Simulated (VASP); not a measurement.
Wanted: the native input for a VASP 6.6.1 run.

```yaml
Task: relaxation of cell and atoms
Functional: PBE
Potentials_or_basis: VASP PAW PBE potentials, release 64 (Ta_pv, N)
Cutoff: 600 eV
k_mesh: 17 × 17 × 15
Occupations: fermi-dirac, width 0.05 eV
Spin: no spin polarisation
Target_pressure: 140 GPa
Dipole_correction: no
Further_INCAR_settings: ALGO = Normal; EDIFF = 1e-07; IBRION = 2; EDIFFG = -0.005; NSW = 32; ISIF = 3
```

The structure of TaN (WC type) lies in POSCAR:

```
TaN
1.0
    2.7030598279      0.0000000000      0.0000000000
   -1.3515299140      2.3409184789      0.0000000000
    0.0000000000      0.0000000000      2.6977303119
Ta N
1 1
Direct
    0.0000000000      0.0000000000      0.0000000000
    0.3333333333      0.6666666667      0.5000000000
```

These files were run (other wordings do the same):

INCAR

```
PREC = Accurate ; ENCUT = 600
EDIFF = 1E-7 ; ISMEAR = -1
SIGMA = 0.05 ; LREAL = F
LASPH = T ; NELM = 60
ALGO = Normal ; ISIF = 3
LWAVE = F ; LCHARG = F
GGA = PE ; IBRION = 2
NSW = 32 ; EDIFFG = -0.005
PSTRESS = 1400.0
```

KPOINTS

```
Automatic mesh
0
Gamma
  17 17 15
```

Potentials or basis: VASP PAW PBE potentials, release 64 (Ta_pv, N).

Launch:

```sh
$ cat potpaw_PBE.64/Ta_pv/POTCAR potpaw_PBE.64/N/POTCAR > POTCAR
$ mpirun -np 1 vasp_std > vasp.out
```

Results of the run:

```yaml
Relaxed_volume: 8.56 Å³/atom
Relaxed_cell: a = 2.706 Å, b = 2.706 Å, c = 2.701 Å, α = 90.00°, β = 90.00°, γ = 120.00°
Space_group_after_relaxing_to_0.05_Å: P-6m2 (No. 187)
Energy_change_on_relaxing_the_enthalpy_is_what_falls: -23.4 meV/atom
Ionic_steps: 3
Pressure_after_relaxing: 140.0 GPa
Band_gap_on_the_k_mesh: zero (band 8 reaches 11.08 eV, above the bottom of band 9 at 10.63 eV)
```

Caveat: the cell is relaxed towards a set pressure, so the enthalpy falls and the energy may rise; spin-orbit coupling is left out, which moves the levels of the heavy elements.

Run time: 74 s on 1 thread of Intel(R) Xeon(R) Platinum 8488C (Sapphire Rapids) (shared host), peak memory 0.21 GiB.
